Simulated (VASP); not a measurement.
The system is Al3N.

```xyz
8
Lattice="3.0205 0.0000 0.0000 -1.5102 2.6158 0.0000 0.0000 0.0000 14.5095" Properties=species:S:1:pos:R:3 pbc="T T T"
Al    0.0000    1.7439    2.6432
Al    0.0000    0.0000    0.0404
Al    0.0000    0.0000    5.2095
Al    0.0000    1.7439    7.4803
Al    1.5102    0.8719    9.8373
Al    0.0000    1.7439   12.1159
N     0.0000    0.0000    3.2859
N     0.0000    1.7439    0.7398
```

```yaml
Program: VASP 6.6.1
Task: relaxation of cell and atoms
Functional: PBE
Potentials_or_basis: VASP PAW PBE potentials, release 64 (Al, N)
Cutoff: 600 eV
k_mesh: 12 × 12 × 2
Occupations: gaussian, width 0.1 eV
Spin: no spin polarisation
```

At the start: pressure -0.1 GPa; volume 14.33 Å³/atom.

Question: Where does the relaxation end?

Answer: Over 17 steps the energy falls by 2.9 meV/atom and the volume is 14.27 Å³/atom (-0.4 %); space group P3m1 (No. 156, to 0.05 Å).

The path:
```csv
step,energy change (eV),largest force (eV/Å),pressure (GPa),volume (Å³)
1,0.0000,0.2423,-0.08,114.64
2,-0.0119,0.2236,0.01,114.51
3,-0.0129,0.2529,0.05,114.46
4,-0.0182,0.1627,-0.07,114.47
5,-0.0182,0.1819,-0.09,114.47
6,-0.0207,0.0808,-0.06,114.33
7,-0.0216,0.1217,-0.03,114.20
8,-0.0217,0.1308,-0.02,114.17
9,-0.0227,0.0846,0.01,114.03
10,-0.0227,0.0690,0.00,114.05
11,-0.0231,0.0427,0.08,114.01
12,-0.0232,0.0417,0.10,113.99
13,-0.0234,0.0179,-0.05,114.18
14,-0.0234,0.0181,-0.05,114.18
15,-0.0234,0.0118,0.04,114.10
16,-0.0234,0.0132,0.02,114.12
17,-0.0235,0.0081,0.02,114.13
```

Final structure:
```
Al N
1.0
     3.03374    0.00000    0.00000
    -1.51687    2.62729    0.00000
     0.00000    0.00000   14.31848
Al N
6 2
Direct
  0.33333 0.66667 0.18390
  0.00000 0.00000 0.00234
  0.00000 0.00000 0.36281
  0.33333 0.66667 0.51457
  0.66667 0.33333 0.67541
  0.33333 0.66667 0.83160
  0.00000 0.00000 0.22846
  0.33333 0.66667 0.05090
```
